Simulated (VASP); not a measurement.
# Sn (Im-3m) in VASP: single point with PBEsol

Aim: the single point of Sn with PBEsol.

All numbers are computed with VASP 6.6.1; they aren't measurements. Logs are shortened: lines on timing, memory, paths and dates and some standing lists are left out, and cuts for length are marked.

### 1 The cell of the first run

The structure is cubic, space group Im-3m (No. 229). Conventional cell: a = 3.789 Å, b = 3.789 Å, c = 3.789 Å, α = 90.00°, β = 90.00°, γ = 90.00°. Within 4.3 Å of Sn (site symmetry m-3m) lie 14 Sn at 3.28 to 3.79 Å.

### 2 Single point, PBEsol

Contents of INCAR:

```
SYSTEM = Sn
PREC = Accurate
ENCUT = 500
EDIFF = 1E-6
ISMEAR = 1
SIGMA = 0.1
LREAL = .False.
LASPH = .True.
NELM = 120
ALGO = Normal
ISIF = 2
LWAVE = .False.
LCHARG = .False.
GGA = PS
NBANDS = 13
GGA_COMPAT = .False.
```

Contents of KPOINTS:

```
regular mesh
0
Gamma
  10 10 10
  0 0 0
```

Contents of POSCAR:

```
Sn
1.0
   -1.8946520000      1.8946520000      1.8946520000
    1.8946520000     -1.8946520000      1.8946520000
    1.8946520000      1.8946520000     -1.8946520000
Sn
1
Direct
    0.0000000000      0.0000000000      0.0000000000
```

Potentials or basis: VASP PAW PBE potentials, release 64 (Sn_d).

Command:

```bash
cat potpaw_PBE.64/Sn_d/POTCAR > POTCAR
mpirun -np 1 vasp_std > vasp.out
```

OUTCAR:

```text
SYSTEM = Sn
   PREC = Accurate
   ENCUT = 500
   EDIFF = 1E-6
   ISMEAR = 1
   LREAL = .False.
   LASPH = .True.
   NELM = 120
   ISIF = 2
   GGA = PS

 ion  position               nearest neighbor table
   1  0.000  0.000  0.000-

  LATTYP: Found a body centered cubic cell.
 ALAT       =     3.7893040000

  Lattice vectors:

 A1 = (  -1.8946520000,   1.8946520000,   1.8946520000)
 A2 = (   1.8946520000,  -1.8946520000,   1.8946520000)
 A3 = (   1.8946520000,   1.8946520000,  -1.8946520000)

Analysis of symmetry for initial positions (statically):
=====================================================================
 Subroutine PRICEL returns:
 Original cell was already a primitive cell.

 Routine SETGRP: Setting up the symmetry group for a
 body centered cubic supercell.

 Subroutine GETGRP returns: Found 48 space group operations
 (whereof 48 operations were pure point group operations)
 out of a pool of 48 trial point group operations.

The static configuration has the point symmetry O_h .

Analysis of symmetry for dynamics (positions and initial velocities):
=====================================================================
 Subroutine PRICEL returns:
 Original cell was already a primitive cell.

 Routine SETGRP: Setting up the symmetry group for a
 body centered cubic supercell.

 Subroutine GETGRP returns: Found 48 space group operations
 (whereof 48 operations were pure point group operations)
 out of a pool of 48 trial point group operations.

The dynamic configuration has the point symmetry O_h .

 Subroutine INISYM returns: Found 48 space group operations
 (whereof 48 operations are pure point group operations),
 and found     1 'primitive' translations

----------------------------------------------------------------------------------------

                                     Primitive cell

  volume of cell :      27.2050

  direct lattice vectors                    reciprocal lattice vectors
    -1.894652000  1.894652000  1.894652000     0.000000000  0.263900706  0.263900706
     1.894652000 -1.894652000  1.894652000     0.263900706  0.000000000  0.263900706
     1.894652000  1.894652000 -1.894652000     0.263900706  0.263900706  0.000000000

  length of vectors
     3.281633527  3.281633527  3.281633527     0.373211957  0.373211957  0.373211957

  position of ions in fractional coordinates (direct lattice)
     0.000000000  0.000000000  0.000000000

  ion indices of the primitive-cell ions
[... 75 lines left out ...]
   LREAL  =      F    real-space projection
   EDIFFG = 0.1E-04   stopping-criterion for IOM
   NSW    =      0    number of steps for IOM
   IBRION =     -1    ionic relax: 0-MD 1-quasi-New 2-CG
   NFREE  =      0    steps in history (QN), initial steepest desc. (CG)
   ISIF   =      2    stress and relaxation
   ISYM   =      2    0-nonsym 1-usesym 2-fastsym
   POTIM  = 0.5000    time-step for ionic-motion
   TEBEG  =    0.0;   TEEND  =   0.0 temperature during run
   PSTRESS=    0.0 pullay stress
   NELECT =      14.0000    total number of electrons
   NUPDOWN=      -1.0000    fix difference up-down
   EMIN   =  10.00;   EMAX   =-10.00  energy-range for DOS
   EFERMI =   0.00;   METHOD = LEGACY
   ISMEAR =     1;   SIGMA  =   0.10  broadening in eV -4-tet -1-fermi 0-gaus
   EFERMI_NEDOS =   21; number of points for ismear=-14 and -15
   IALGO  =     38    algorithm
   IMIX   =      4    mixing-type and parameters
     AMIX     =   0.40;   BMIX     =  1.00
     AMIX_MAG =   1.60;   BMIX_MAG =  1.00
  volume/ion in A,a.u.               =      27.20       183.59
  Fermi-wavevector in a.u.,A,eV,Ry     =   1.311902  2.479135 23.416808  1.721087
  Thomas-Fermi vector in A             =   2.442331
   LORBIT       =      0    0 simple, 1 ext, 2 COOP (PROOUT), +10 PAW based schemes
   GGA     = PS    functional components
   LHFCALC =     F    Hartree Fock is set to
   AEXX    =    0.0000 exact exchange contribution
   IVDW    =     0    specifies the selected vdW correction
   LEPSILON=     F    determine dielectric tensor
   LRPA    =     F    only Hartree local field effects (RPA)
 non-spin polarized calculation
 Methfessel and Paxton  Order N= 1 SIGMA  =   0.10
  energy-cutoff  :      500.00
  volume of cell :       27.20
 maximum number of plane-waves:       706
   NGX = 11   NGY = 11   NGZ = 11

 number of electron      13.9999996 magnetization

 Free energy of the ion-electron system (eV)
  ---------------------------------------------------
  ext. energy  EPLUGINS =         0.00000000
  ---------------------------------------------------
  free energy    TOTEN  =        -4.20819453 eV

  energy without entropy =       -4.20858936  energy(sigma->0) =       -4.20832614

 E-fermi :   7.8864     XC(G=0): -10.5023

 val. band max:        7.7967877443   @ k =   0.2000   0.2000   0.0000
 cond. band min:       7.8864875505   @ k =   0.3000   0.0000   0.0000
 fundamental gap:      0.0896998062
 Fermi energy:         7.8863703574

 k-point     1 :       0.0000    0.0000    0.0000
  band No.  band energies     occupation
      1     -13.5358      2.00000
      2     -13.5358      2.00000
      3     -13.5358      2.00000
      4     -13.3964      2.00000
      5     -13.3964      2.00000
      6      -3.1762      2.00000
      7      15.8563      0.00000
      8      15.8563      0.00000
      9      15.8563      0.00000
     10      20.0365      0.00000
     11      20.0365      0.00000
     12      20.0365      0.00000
     13      20.6618      0.00000
[... 354 lines left out ...]
  band No.  band energies     occupation
      1     -13.5437      2.00000
      2     -13.4986      2.00000
      3     -13.4289      2.00000
      4     -13.4050      2.00000
      5     -13.3933      2.00000
      6      -1.0011      2.00000
      7       8.0663     -0.02894
      8      11.7592      0.00000
      9      13.0585      0.00000
     10      16.9076      0.00000
     11      17.9319      0.00000
     12      18.8981      0.00000
     13      24.6852      0.00000

 [... further k-points ...]
[... 5 lines left out ...]
  --------------------------------------------------------------------------------------
  -------------------------------------------------------------------------------------
  Total       -0.3851034     -0.3851034     -0.3851034     -0.0000000     -0.0000000      0.0000000
  in kB      -22.6798167    -22.6798167    -22.6798167     -0.0000000     -0.0000000      0.0000000
  external PRESSURE =     -22.6798167 kB  Pullay stress =       0.0000000 kB

 VOLUME and BASIS-vectors are now :
 -----------------------------------------------------------------------------
  energy-cutoff  :      500.00
  volume of cell :       27.20
      direct lattice vectors                 reciprocal lattice vectors
    -1.894652000  1.894652000  1.894652000     0.000000000  0.263900706  0.263900706
     1.894652000 -1.894652000  1.894652000     0.263900706  0.000000000  0.263900706
     1.894652000  1.894652000 -1.894652000     0.263900706  0.263900706  0.000000000

 POSITION                                       TOTAL-FORCE (eV/Angst)
 -----------------------------------------------------------------------------------
      0.00000      0.00000      0.00000         0.000000      0.000000     -0.000000
 -----------------------------------------------------------------------------------
    total drift:                                0.000000      0.000000     -0.000000

  FREE ENERGIE OF THE ION-ELECTRON SYSTEM (eV)
  ---------------------------------------------------
  free  energy   TOTEN  =        -4.2081945333 eV

  energy  without entropy=       -4.2085893610  energy(sigma->0) =       -4.20832614
```

OSZICAR:

```text
N       E                     dE             d eps       ncg     rms          rms(c)
DAV:   1     0.794626596733E+02    0.79463E+02   -0.70462E+03  1262   0.156E+03
DAV:   2     0.145087943908E+01   -0.78012E+02   -0.75764E+02  1307   0.336E+02
DAV:   3    -0.411546422325E+01   -0.55663E+01   -0.55499E+01  1457   0.731E+01
DAV:   4    -0.422572227044E+01   -0.11026E+00   -0.11024E+00  1480   0.110E+01
DAV:   5    -0.422947874404E+01   -0.37565E-02   -0.37564E-02  1576   0.195E+00    0.135E+00
DAV:   6    -0.421315097602E+01    0.16328E-01   -0.17648E-02  1522   0.236E+00    0.722E-01
DAV:   7    -0.420847677831E+01    0.46742E-02   -0.95258E-03  1532   0.162E+00    0.119E-01
DAV:   8    -0.420819320646E+01    0.28357E-03   -0.71737E-04  1492   0.457E-01    0.195E-02
DAV:   9    -0.420819400254E+01   -0.79608E-06   -0.13935E-05  1778   0.458E-02    0.110E-02
DAV:  10    -0.420819453332E+01   -0.53078E-06   -0.81245E-07  1006   0.119E-02
   1 F= -.42081945E+01 E0= -.42083261E+01  d E =0.394828E-03
```

Wall time 5.5 s (1 thread of Intel Xeon 6975P-C, shared host); peak memory 0.14 GiB.

What came out:

* Free energy: -4.2082 eV
* Pressure: -2.3 GPa
* Band gap on the k mesh: zero (band 7 reaches 15.86 eV, above the bottom of band 8 at 5.64 eV)

Levels at points of the mesh, in eV from the Fermi level:
```tsv
k point	band 5	band 6	band 7	band 8	band 9	band 10
(0.00, 0.00, 0.00)	-21.28	-11.06	7.97	7.97	7.97	12.15
(0.50, 0.00, 0.00)	-21.20	-6.40	-4.39	3.62	5.45	7.98
(0.50, 0.50, 0.50)	-21.22	-2.47	-0.45	-0.45	-0.45	3.87
```

Caveat: the PAW data sets were made with another functional, which shifts forces and pressure a little; spin-orbit coupling is left out, which moves the levels of the heavy elements.
